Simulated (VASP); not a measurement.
A run of VASP 6.6.1 is set up as follows.

File INCAR:

```
PREC = Accurate ; ENCUT = 520
EDIFF = 1E-7 ; ISMEAR = 0
SIGMA = 0.1 ; LREAL = False
LASPH = True ; NELM = 60
ALGO = Normal ; ISIF = 2
LWAVE = False ; LCHARG = True
GGA = PE ; LELF = True
LVHAR = True ; NBANDS = 29
```

Contents of KPOINTS:

```
Automatic mesh
0
Gamma
  4 4 4
```

The input POSCAR:

```
HfSi7
1.0
    5.6455366074      0.0000000000      0.0000000000
    0.0000000000      5.6455366074      0.0000000000
    0.0000000000      0.0000000000      5.6455366074
Hf Si
1 7
Direct
    0.0000000000      0.0000000000      0.0000000000
    0.2645957416      0.2645957416      0.2645957416
    0.0000000000      0.5000000000      0.5000000000
    0.5000000000      0.5000000000      0.0000000000
    0.5000000000      0.0000000000      0.5000000000
    0.7354042584      0.2645957416      0.7354042584
    0.7354042584      0.7354042584      0.2645957416
    0.2645957416      0.7354042584      0.7354042584
```

Potentials or basis: VASP PAW PBE potentials, release 64 (Hf_pv, Si).

Launch:

```console
$ cat potpaw_PBE.64/Hf_pv/POTCAR potpaw_PBE.64/Si/POTCAR > POTCAR
$ mpirun -np 1 vasp_std > vasp.out
```

Problem. Predict the pressure.

Solution. -0.1 GPa.

Problem. Predict the largest force.

Solution. 0.014 eV/Å.

Forces in eV/Å, atoms in the order of the input:
```
Hf   0.000  0.000  0.000
Si   0.008  0.008  0.008
Si   0.000  0.000  0.000
Si   0.000  0.000  0.000
Si   0.000  0.000  0.000
Si  -0.008  0.008 -0.008
Si  -0.008 -0.008  0.008
Si   0.008 -0.008 -0.008
```
